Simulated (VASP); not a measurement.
# CuSi16 (a cell with a defect) in VASP: notebook

The runs below take CuSi16 (a cell with a defect) through single point, with PBE.

All numbers are computed with VASP 6.6.1; they aren't measurements. Logs are shortened: lines on timing, memory, paths and dates and some standing lists are left out, and cuts for length are marked.

## (1) The cell of the first run

The cell holds a defect, 17 atoms: a = 7.679 Å, b = 7.679 Å, c = 7.679 Å, α = 60.00°, β = 60.00°, γ = 60.00°.

## (2) Single point, PBE, collinear spin

The input, INCAR:

```
SYSTEM = CuSi16
PREC     = Accurate       ! precision mode
ENCUT    = 520            ! plane-wave cutoff, eV
EDIFF    = 1E-7           ! SCF threshold, eV
ISMEAR   = -1             ! smearing method
SIGMA    = 0.05           ! smearing width, eV
LREAL    = Auto         
LASPH    = .True.         ! aspherical terms in the spheres
NELM     = 150            ! most SCF steps
ALGO     = Normal         ! electronic algorithm
ISIF     = 2              ! what is computed and relaxed
LWAVE    = .False.        ! write WAVECAR
LCHARG   = .True.         ! write CHGCAR
ISPIN    = 2              ! spin polarisation
MAGMOM   = 0 0 0 0 0 0 0 0 0 0 0 0 0 0 0 0 1 ! initial moments
LORBIT   = 11             ! projections on sites
LMAXMIX  = 4              ! l up to which the mixer works
GGA      = PE             ! functional
LELF     = .True.         ! ELF
LVHAR    = .True.       
NBANDS   = 56             ! bands
```

The input, KPOINTS:

```
Automatic mesh
0
Gamma
  2 2 2
  0 0 0
```

The input, POSCAR:

```
CuSi16
1.0
    0.0000000000      5.4300000000      5.4300000000
    5.4300000000      0.0000000000      5.4300000000
    5.4300000000      5.4300000000      0.0000000000
Si Cu
16 1
Direct
   -0.0063301275     -0.0055766451      0.0182615419
    0.1248301391      0.1255793607      0.1291127477
    0.0031263757      0.0038659761      0.5020656820
    0.1180147279      0.1187803585      0.6452150074
    0.0125314899      0.4987409319     -0.0092337545
    0.1248240496      0.6212591339      0.1291169601
    0.0031050437      0.4917409846      0.5020728650
    0.1456167178      0.6189524367      0.6172575210
    0.4979947612      0.0132983570     -0.0092633995
    0.6205026518      0.1255792024      0.1291123799
    0.4909669176      0.0038657046      0.5020652031
    0.6181959612      0.1464129047      0.6172188432
    0.4979855311      0.4987406705     -0.0092335238
    0.6384711132      0.6392267775      0.0838551467
    0.5134318277      0.5142278392      0.4589327444
    0.6181973417      0.6189527376      0.6172577499
    0.7849245782      0.7857039691      0.6444715855
```

Potentials or basis: VASP PAW PBE potentials, release 64 (Si, Cu).

Command:

```console
cat potpaw_PBE.64/Si/POTCAR potpaw_PBE.64/Cu/POTCAR > POTCAR
mpirun -np 1 vasp_std > vasp.out
```

OUTCAR:

```text
SYSTEM = CuSi16
   PREC = Accurate
   ENCUT = 520
   EDIFF = 1E-7
   ISMEAR = -1
   LREAL = Auto
   LASPH = .True.
   NELM = 150
   ISIF = 2
   ISPIN = 2
   LORBIT = 11
   GGA = PE

 ion  position               nearest neighbor table
   1  0.994  0.994  0.018-   4 2.34   6 2.34  10 2.34   2 2.34
   2  0.125  0.126  0.129-   3 2.34   1 2.34   5 2.34   9 2.34
   3  0.003  0.004  0.502-   2 2.34   4 2.34   8 2.42  12 2.42  17 2.44
   4  0.118  0.119  0.645-   1 2.34   3 2.34  11 2.34   7 2.34
   5  0.013  0.499  0.991-   2 2.34   6 2.34   8 2.34  14 2.35
   6  0.125  0.621  0.129-   7 2.34   1 2.34  13 2.34   5 2.34
   7  0.003  0.492  0.502-   6 2.34   4 2.34  16 2.42   8 2.42  17 2.44
   8  0.146  0.619  0.617-  15 2.32   5 2.34  17 2.34   7 2.42   3 2.42
   9  0.498  0.013  0.991-  10 2.34   2 2.34  12 2.34  14 2.35
  10  0.621  0.126  0.129-  11 2.34   1 2.34  13 2.34   9 2.34
  11  0.491  0.004  0.502-  10 2.34   4 2.34  16 2.42  12 2.42  17 2.44
  12  0.618  0.146  0.617-  15 2.32   9 2.34  17 2.34  11 2.42   3 2.42
  13  0.498  0.499  0.991-  10 2.34   6 2.34  16 2.34  14 2.35
  14  0.638  0.639  0.084-  15 2.35   5 2.35  13 2.35   9 2.35  17 2.75
  15  0.513  0.514  0.459-  12 2.32   8 2.32  16 2.32  14 2.35
  16  0.618  0.619  0.617-  15 2.32  13 2.34  17 2.34   7 2.42  11 2.42
  17  0.785  0.786  0.644-   8 2.34  16 2.34  12 2.34   3 2.44   7 2.44  11 2.44  14 2.75

  LATTYP: Found a face centered cubic cell.
 ALAT       =    10.8600000000

  Lattice vectors:

 A1 = (   0.0000000000,   5.4300000000,   5.4300000000)
 A2 = (   5.4300000000,   0.0000000000,   5.4300000000)
 A3 = (   5.4300000000,   5.4300000000,   0.0000000000)

Analysis of symmetry for initial positions (statically):
=====================================================================
 Subroutine PRICEL returns:
 Original cell was already a primitive cell.

 Routine SETGRP: Setting up the symmetry group for a
 face centered cubic supercell.

 Subroutine GETGRP returns: Found  2 space group operations
 (whereof  1 operations were pure point group operations)
 out of a pool of 48 trial point group operations.

The static configuration has the point symmetry C_1 .
 The point group associated with its full space group is C_1h.

Analysis of symmetry for dynamics (positions and initial velocities):
=====================================================================
 Subroutine PRICEL returns:
 Original cell was already a primitive cell.

 Routine SETGRP: Setting up the symmetry group for a
 face centered cubic supercell.

 Subroutine GETGRP returns: Found  2 space group operations
 (whereof  1 operations were pure point group operations)
 out of a pool of 48 trial point group operations.

The dynamic configuration has the point symmetry C_1 .
 The point group associated with its full space group is C_1h.

Analysis of structural, dynamic, and magnetic symmetry:
=====================================================================
 Subroutine PRICEL returns:
 Original cell was already a primitive cell.

 Routine SETGRP: Setting up the symmetry group for a
 face centered cubic supercell.

 Subroutine GETGRP returns: Found  2 space group operations
 (whereof  1 operations were pure point group operations)
 out of a pool of 48 trial point group operations.

The overall configuration has the point symmetry C_1 .
 The point group associated with its full space group is C_1h.

 Subroutine INISYM returns: Found  2 space group operations
 (whereof  1 operations are pure point group operations),
 and found     1 'primitive' translations

----------------------------------------------------------------------------------------

                                     Primitive cell

  volume of cell :     320.2060

  direct lattice vectors                    reciprocal lattice vectors
     0.000000000  5.430000000  5.430000000    -0.092081031  0.092081031  0.092081031
     5.430000000  0.000000000  5.430000000     0.092081031 -0.092081031  0.092081031
     5.430000000  5.430000000  0.000000000     0.092081031  0.092081031 -0.092081031

  length of vectors
     7.679179644  7.679179644  7.679179644     0.159489025  0.159489025  0.159489025

  position of ions in fractional coordinates (direct lattice)
     0.993669872  0.994423355  0.018261542
     0.124830139  0.125579361  0.129112748
     0.003126376  0.003865976  0.502065682
     0.118014728  0.118780358  0.645215007
[... 75 lines left out ...]
   NGXF,Y,Z  is equivalent  to a cutoff of  25.98, 25.98, 25.98 a.u.
 SYSTEM =  CuSi16
   PREC   = accura    normal or accurate (medium, high low for compatibility)
   ISTART =      0    job   : 0-new  1-cont  2-samecut
   ICHARG =      2    charge: 1-file 2-atom 10-const
   ISPIN  =      2    spin polarized calculation?
   LNONCOLLINEAR =      F non collinear calculations
   LSORBIT =      F    spin-orbit coupling
   LASPH  =      T    aspherical Exc in radial PAW
   ENCUT  =  520.0 eV  38.22 Ry    6.18 a.u.  14.28 14.28 14.28*2*pi/ulx,y,z
   NELM   =    150;   NELMIN=  2; NELMDL= -5     # of ELM steps
   EDIFF  = 0.1E-06   stopping-criterion for ELM
   LREAL  =      T    real-space projection
   EDIFFG = 0.1E-05   stopping-criterion for IOM
   NSW    =      0    number of steps for IOM
   IBRION =     -1    ionic relax: 0-MD 1-quasi-New 2-CG
   NFREE  =      0    steps in history (QN), initial steepest desc. (CG)
   ISIF   =      2    stress and relaxation
   ISYM   =      2    0-nonsym 1-usesym 2-fastsym
   POTIM  = 0.5000    time-step for ionic-motion
   TEBEG  =    0.0;   TEEND  =   0.0 temperature during run
   PSTRESS=    0.0 pullay stress
   NELECT =      75.0000    total number of electrons
   NUPDOWN=      -1.0000    fix difference up-down
   EMIN   =  10.00;   EMAX   =-10.00  energy-range for DOS
   EFERMI =   0.00;   METHOD = LEGACY
   ISMEAR =    -1;   SIGMA  =   0.05  broadening in eV -4-tet -1-fermi 0-gaus
   EFERMI_NEDOS =   21; number of points for ismear=-14 and -15
   IALGO  =     38    algorithm
   IMIX   =      4    mixing-type and parameters
     AMIX     =   0.40;   BMIX     =  1.00
     AMIX_MAG =   1.60;   BMIX_MAG =  1.00
  volume/ion in A,a.u.               =      18.84       127.11
  Fermi-wavevector in a.u.,A,eV,Ry     =   1.009142  1.907001 13.855720  1.018367
  Thomas-Fermi vector in A             =   2.142052
   LORBIT       =     11    0 simple, 1 ext, 2 COOP (PROOUT), +10 PAW based schemes
   GGA     = PE    functional components
   LHFCALC =     F    Hartree Fock is set to
   AEXX    =    0.0000 exact exchange contribution
   IVDW    =     0    specifies the selected vdW correction
   LEPSILON=     F    determine dielectric tensor
   LRPA    =     F    only Hartree local field effects (RPA)
 spin polarized calculation
  energy-cutoff  :      520.00
  volume of cell :      320.21
 maximum number of plane-waves:      8646
 NGX is ok and might be reduce to    60
   NGX = 29   NGY = 29   NGZ = 29

 number of electron      75.0000003 magnetization       0.0039801

 number of electron      75.0000003 magnetization      -0.0000015

 Free energy of the ion-electron system (eV)
  ---------------------------------------------------
  ext. energy  EPLUGINS =         0.00000000
  ---------------------------------------------------
  free energy    TOTEN  =       -87.51732018 eV

  energy without entropy =      -87.46107765  energy(sigma->0) =      -87.48919892

 E-fermi :   6.8860     XC(G=0):  -9.6776

 val. band max:        6.6409971677   @ k =   0.0000   0.0000   0.0000
 cond. band min:       6.8899306626   @ k =   0.0000   0.0000   0.5000
 fundamental gap:      0.2489334949
 Fermi energy:         6.8860014817

 spin component 1

 k-point     1 :       0.0000    0.0000    0.0000
  band No.  band energies     occupation
      1      -5.9315      1.00000
      2      -3.5836      1.00000
      3      -3.5386      1.00000
      4      -3.5384      1.00000
      5      -3.4682      1.00000
      6      -1.9931      1.00000
[... 301 lines left out ...]
     48      10.4108      0.00000
     49      10.4178      0.00000
 Fermi energy:         6.8860014817

 spin component 2

 k-point     1 :       0.0000    0.0000    0.0000
  band No.  band energies     occupation
      1      -5.9315      1.00000
      2      -3.5836      1.00000
      3      -3.5386      1.00000
      4      -3.5384      1.00000
      5      -3.4682      1.00000
      6      -1.9931      1.00000
[... 301 lines left out ...]
     48      10.4108      0.00000
     49      10.4178      0.00000
 [bands above 49 left out]

------------------------ aborting loop because EDIFF is reached ----------------------------------------

  FORCE on cell =-STRESS in cart. coord.  units (eV):
  Direction    XX          YY          ZZ          XY          YZ          ZX
  --------------------------------------------------------------------------------------
  -------------------------------------------------------------------------------------
  Total        8.3529012      8.3544713      8.3544713     -0.3405651      0.3383188      0.3405651
  in kB       41.7944333     41.8022894     41.8022894     -1.7040456      1.6928059      1.7040457
  external PRESSURE =      41.7996707 kB  Pullay stress =       0.0000000 kB

 VOLUME and BASIS-vectors are now :
 -----------------------------------------------------------------------------
  energy-cutoff  :      520.00
  volume of cell :      320.21
      direct lattice vectors                 reciprocal lattice vectors
     0.000000000  5.430000000  5.430000000    -0.092081031  0.092081031  0.092081031
     5.430000000  0.000000000  5.430000000     0.092081031 -0.092081031  0.092081031
     5.430000000  5.430000000  0.000000000     0.092081031  0.092081031 -0.092081031

 POSITION                                       TOTAL-FORCE (eV/Angst)
 -----------------------------------------------------------------------------------
      5.49888      5.49479     10.79535        -0.005513     -0.005552      0.005552
      1.38298      1.37891      1.35972        -0.001650     -0.000538     -0.005519
      2.74721      2.74319      0.03797         0.002218      0.001065      0.015187
      4.14849      4.14434      1.28580         0.004323      0.004527     -0.004527
      8.08802      5.44791      2.77621        -0.000338     -0.002764      0.000618
      4.07454      1.37890      4.05123         0.004960     -0.000930      0.000930
[... 9 lines left out ...]
      6.71262      6.70852      6.71772        -0.005100     -0.005637     -0.009648
      7.76585      7.76162      8.52851         0.002614      0.002035     -0.002035
 -----------------------------------------------------------------------------------
    total drift:                                0.002184      0.010145     -0.008316

  FREE ENERGIE OF THE ION-ELECTRON SYSTEM (eV)
  ---------------------------------------------------
  free  energy   TOTEN  =       -87.5173201786 eV

  energy  without entropy=      -87.4610776537  energy(sigma->0) =      -87.48919892

 total charge

# of ion       s       p       d       tot
------------------------------------------
    1        0.740   0.961   0.000   1.701
    2        0.741   0.959   0.000   1.700
    3        0.733   0.950   0.000   1.683
    4        0.749   0.946   0.000   1.695
    5        0.743   0.950   0.000   1.693
    6        0.741   0.959   0.000   1.700
[... 9 lines left out ...]
   16        0.736   0.956   0.000   1.691
   17        0.484   0.450   9.213  10.147
--------------------------------------------------
tot         12.334  15.694   9.213  37.240

 magnetization (x)

# of ion       s       p       d       tot
------------------------------------------
    1       -0.000   0.000   0.000  -0.000
    2       -0.000  -0.000   0.000  -0.000
    3       -0.000  -0.000   0.000  -0.000
    4       -0.000   0.000   0.000  -0.000
    5       -0.000  -0.000   0.000  -0.000
    6       -0.000  -0.000   0.000  -0.000
[... 9 lines left out ...]
   16       -0.000  -0.000   0.000  -0.000
   17       -0.000  -0.000   0.000   0.000
--------------------------------------------------
tot         -0.000  -0.000   0.000  -0.000
```

It took 15 min on 1 thread of Oxide Virtual Turin-like, shared host; peak memory 0.67 GiB.

Results:

* Free energy: -87.5173 eV
* Pressure: 4.2 GPa
* Largest force: 0.018 eV/Å
* Net moment: 0.00 μB per cell
* Valence electrons inside the program's atomic spheres: Si 1.70, 1.68, 1.69 (each value once); Cu 10.15

Forces on the atoms (eV/Å):
```
Si  -0.006 -0.006  0.006
Si  -0.002 -0.001 -0.006
Si   0.002  0.001  0.015
Si   0.004  0.005 -0.005
Si   0.000 -0.003  0.001
Si   0.005 -0.001  0.001
Si  -0.016  0.002 -0.002
Si  -0.005  0.010  0.006
Si  -0.003  0.000  0.000
Si  -0.002  0.006  0.001
Si   0.002 -0.015 -0.001
Si   0.010 -0.005  0.005
Si   0.000 -0.001  0.003
Si   0.010  0.011 -0.011
Si   0.003  0.002 -0.002
Si  -0.005 -0.006 -0.010
Cu   0.003  0.002 -0.002
```

Levels at points of the mesh, in eV from the Fermi level:
Spin up:
```tsv
k point	band 33	band 34	band 35	band 36	band 37	band 38	band 39	band 40	band 41	band 42
(0.00, 0.00, 0.00)	-1.59	-1.59	-1.11	-0.66	-0.50	-0.50	-0.25	0.05	0.05	0.17
(0.50, 0.00, 0.00)	-2.55	-1.45	-1.41	-1.41	-1.27	0.05	0.58	0.67	0.79	0.89
(0.00, 0.50, 0.00)	-2.55	-1.45	-1.41	-1.41	-1.27	0.05	0.58	0.67	0.79	0.89
(0.00, 0.00, 0.50)	-2.72	-1.43	-1.43	-1.06	-1.06	0.00	0.45	0.86	0.86	1.00
(0.50, 0.50, 0.00)	-2.37	-2.02	-2.01	-1.95	-1.63	0.15	0.42	1.41	1.52	1.64
(0.00, 0.50, 0.50)	-2.37	-2.02	-2.01	-1.95	-1.63	0.15	0.42	1.41	1.52	1.64
```
Spin down:
```tsv
k point	band 34	band 35	band 36	band 37	band 38	band 39	band 40	band 41
(0.00, 0.00, 0.00)	-1.59	-1.11	-0.66	-0.50	-0.50	-0.25	0.05	0.05
(0.50, 0.00, 0.00)	-1.45	-1.41	-1.41	-1.27	0.05	0.58	0.67	0.79
(0.00, 0.50, 0.00)	-1.45	-1.41	-1.41	-1.27	0.05	0.58	0.67	0.79
(0.00, 0.00, 0.50)	-1.43	-1.43	-1.06	-1.06	0.00	0.45	0.86	0.86
(0.50, 0.50, 0.00)	-2.02	-2.01	-1.95	-1.63	0.15	0.42	1.41	1.52
(0.00, 0.50, 0.50)	-2.02	-2.01	-1.95	-1.63	0.15	0.42	1.41	1.52
```

Caveat: the k points lie up to 0.50 Å⁻¹ apart.

## (3) Single point, PBE, collinear spin

The input, INCAR:

```
  PREC = Accurate
  ENCUT = 520
  EDIFF = 1E-7
  ISMEAR = -1
  SIGMA = 0.05
  LREAL = Auto
  LASPH = True
  NELM = 150
  ALGO = Normal
  ISIF = 2
  LWAVE = False
  LCHARG = True
  ISPIN = 2
  MAGMOM = 0 0 0 0 0 0 0 0 0 0 0 0 0 0 0 0 1
  LORBIT = 11
  LMAXMIX = 4
  GGA = PE
  LELF = True
  LVHAR = True
  NBANDS = 56
```

The input, KPOINTS:

```
Automatic mesh
0
Gamma
  2 2 2
```

The input, POSCAR:

```
CuSi16
1.0
    0.0000000000      5.4300000000      5.4300000000
    5.4300000000      0.0000000000      5.4300000000
    5.4300000000      5.4300000000      0.0000000000
Si Cu
16 1
Direct
    0.0066282100      0.0061517074     -0.0206446357
    0.1268304798      0.1263755242      0.1124111535
   -0.0136697165     -0.0140950389      0.4864747033
    0.1113790317      0.1108819616      0.6115453613
    0.0044277273      0.4995810769      0.0001520516
    0.1340668247      0.6212124967      0.1218073949
    0.0066057436      0.4787124628      0.5067703041
    0.1267846274      0.6118367302      0.6269425882
    0.5000343725      0.0039438726      0.0001808678
    0.6216865051      0.1335532028      0.1218385996
    0.4791937844      0.0061456455      0.5067867218
    0.6122662597      0.1263632533      0.6269760950
    0.5069137676      0.5064102740      0.0070887041
    0.6312424609      0.6307733442      0.1314058477
    0.4999949116      0.4995704732      0.5045963195
    0.6216442591      0.6212013872      0.6342447404
    0.8397568810      0.8393210563      0.3399099728
```

Potentials or basis: VASP PAW PBE potentials, release 64 (Si, Cu).

Command:

```console
cat potpaw_PBE.64/Si/POTCAR potpaw_PBE.64/Cu/POTCAR > POTCAR
mpirun -np 1 vasp_std > vasp.out
```

Wall time 31 min (1 thread of Oxide Virtual Turin-like, shared host); peak memory 0.69 GiB.

The run converged. Its results:

| Property | Result |
| --- | --- |
| Free energy | -87.5173 eV |
| Pressure | 4.2 GPa |
| Largest force | 0.018 eV/Å |
| Net moment | 0.00 μB per cell |
| Valence electrons inside the program's atomic spheres | Si 1.69, 1.70, 1.68 (each value once); Cu 10.15 |

Forces in eV/Å, atoms in the order of the input:
```
Si  -0.005 -0.005  0.011
Si   0.000  0.001  0.000
Si   0.010  0.011  0.010
Si   0.001 -0.002  0.001
Si   0.000 -0.004 -0.003
Si  -0.008 -0.001 -0.003
Si  -0.004  0.009 -0.005
Si   0.000  0.003  0.000
Si  -0.003  0.000 -0.003
Si  -0.001 -0.010 -0.001
Si   0.011 -0.005 -0.005
Si   0.001  0.001  0.000
Si   0.006  0.006  0.005
Si  -0.003 -0.002 -0.003
Si  -0.004 -0.005  0.001
Si  -0.003 -0.002 -0.007
Cu   0.002  0.004  0.001
```

Stress tensor (GPa, compression positive):
```
 4.18 -0.16 -0.16
-0.16  4.18 -0.16
-0.16 -0.16  4.18
```

Levels at points of the mesh, in eV from the Fermi level:
Spin up:
| k point | band 35 | band 36 | band 37 | band 38 | band 39 | band 40 |
| --- | --- | --- | --- | --- | --- | --- |
| (0.00, 0.00, 0.00) | -1.11 | -0.66 | -0.50 | -0.50 | -0.25 | 0.05 |
| (0.50, 0.00, 0.00) | -1.41 | -1.41 | -1.27 | 0.05 | 0.58 | 0.67 |
| (0.00, 0.50, 0.00) | -1.41 | -1.41 | -1.27 | 0.05 | 0.58 | 0.67 |
| (0.00, 0.00, 0.50) | -1.41 | -1.41 | -1.27 | 0.05 | 0.58 | 0.67 |
| (0.50, 0.50, 0.50) | -1.43 | -1.06 | -1.06 | 0.00 | 0.45 | 0.86 |
| (0.50, 0.50, 0.00) | -2.01 | -1.95 | -1.63 | 0.15 | 0.42 | 1.41 |
| (0.00, 0.50, 0.50) | -2.01 | -1.95 | -1.63 | 0.15 | 0.42 | 1.41 |
| (0.50, 0.00, 0.50) | -2.01 | -1.95 | -1.63 | 0.15 | 0.42 | 1.41 |
Spin down:
```tsv
k point	band 34	band 35	band 36	band 37	band 38	band 39	band 40	band 41
(0.00, 0.00, 0.00)	-1.59	-1.11	-0.66	-0.50	-0.50	-0.25	0.05	0.05
(0.50, 0.00, 0.00)	-1.45	-1.41	-1.41	-1.27	0.05	0.58	0.67	0.79
(0.00, 0.50, 0.00)	-1.45	-1.41	-1.41	-1.27	0.05	0.58	0.67	0.79
(0.00, 0.00, 0.50)	-1.45	-1.41	-1.41	-1.27	0.05	0.58	0.67	0.79
(0.50, 0.50, 0.50)	-1.43	-1.43	-1.06	-1.06	0.00	0.45	0.86	0.86
(0.50, 0.50, 0.00)	-2.03	-2.01	-1.95	-1.63	0.15	0.42	1.41	1.52
(0.00, 0.50, 0.50)	-2.03	-2.01	-1.95	-1.63	0.15	0.42	1.41	1.52
(0.50, 0.00, 0.50)	-2.03	-2.01	-1.95	-1.63	0.15	0.42	1.41	1.52
```

Caveat: the k points lie up to 0.50 Å⁻¹ apart.
